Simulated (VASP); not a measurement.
Set up this calculation in VASP 6.6.1, as the native input.

```
Task                   : single point
Functional             : PBEsol
Potentials or basis    : VASP PAW PBE potentials, release 64 (Pt)
Cutoff                 : 520 eV
k mesh                 : 22 × 22 × 22
Occupations            : gaussian, width 0.15 eV
Spin                   : collinear spin, ferromagnetic start
Starting moments       : [0.05] μB
Fixed moment           : 0.05 μB
Dipole correction      : no
Further INCAR settings : ALGO = Normal; EDIFF = 1e-06; NBANDS = 15
```

The structure of Pt lies in POSCAR:

```
Pt
1.0
    0.0000000000      1.9879272712      1.9879272712
    1.9879272712      0.0000000000      1.9879272712
    1.9879272712      1.9879272712      0.0000000000
Pt
1
Direct
    0.0000000000      0.0000000000      0.0000000000
```

The input as run:

INCAR

```
PREC = Accurate
ENCUT = 520
EDIFF = 1E-6
ISMEAR = 0
SIGMA = 0.15
LREAL = False
LASPH = True
NELM = 150
ALGO = Normal
ISIF = 2
LWAVE = False
LCHARG = False
ISPIN = 2
MAGMOM = 0.05
LORBIT = 11
NUPDOWN = 0.05
LMAXMIX = 4
GGA = PS
NBANDS = 15
```

KPOINTS

```
regular mesh
0
Gamma
  22 22 22
```

Potentials or basis: VASP PAW PBE potentials, release 64 (Pt).

Command:

```bash
$ cat potpaw_PBE.64/Pt/POTCAR > POTCAR
$ mpirun -np 1 vasp_std > vasp.out
```

Results of the run:

```json
{
  "Pressure": "-11.5 GPa",
  "Net moment": "0.05 μB per cell",
  "Site moments": "Pt +0.05 μB",
  "Valence electrons inside the program's atomic spheres": "Pt 9.18"
}
```

Caveat: the PAW data sets were made with another functional, which shifts forces and pressure a little; the total moment is fixed, so each spin has its own Fermi level.

Wall time 100 s on 1 thread of AMD EPYC 9R45 96-Core Processor (Zen 5), on a shared host, peak memory 0.21 GiB.
